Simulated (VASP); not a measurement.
Input of a VASP 6.6.1 run:

The input INCAR:

```
SYSTEM = Au
PREC = Accurate ; ENCUT = 520
EDIFF = 1E-6 ; ISMEAR = 0
SIGMA = 0.1 ; LREAL = .False.
LASPH = .True. ; NELM = 80
ALGO = Normal ; ISIF = 2
LWAVE = .False. ; LCHARG = .True.
LELF = .True. ; LVHAR = .True.
NBANDS = 18
```

KPOINTS

```
regular mesh
0
Gamma
  11 11 6
  0 0 0
```

The input POSCAR:

```
Au
1.0
    2.9192058577      0.0000000000      0.0000000000
   -1.4596029289      2.5281027364      0.0000000000
    0.0000000000      0.0000000000      4.9123188227
Au
2
Direct
    0.3333333333      0.6666666667      0.7500000000
    0.6666666667      0.3333333333      0.2500000000
```

Potentials or basis: VASP PAW LDA potentials, release 64 (Au).

The run is started by

```bash
$ cat potpaw_LDA.64/Au/POTCAR > POTCAR
$ mpirun -np 1 vasp_std > vasp.out
```

Task: What does it give for the band gap on the k mesh?

Result: Zero (band 11 reaches 11.80 eV, above the bottom of band 12 at 5.72 eV).

Task: What does it give for the pressure?

Result: -12.8 GPa.

Caveat: spin-orbit coupling is left out, which moves the levels of the heavy elements.
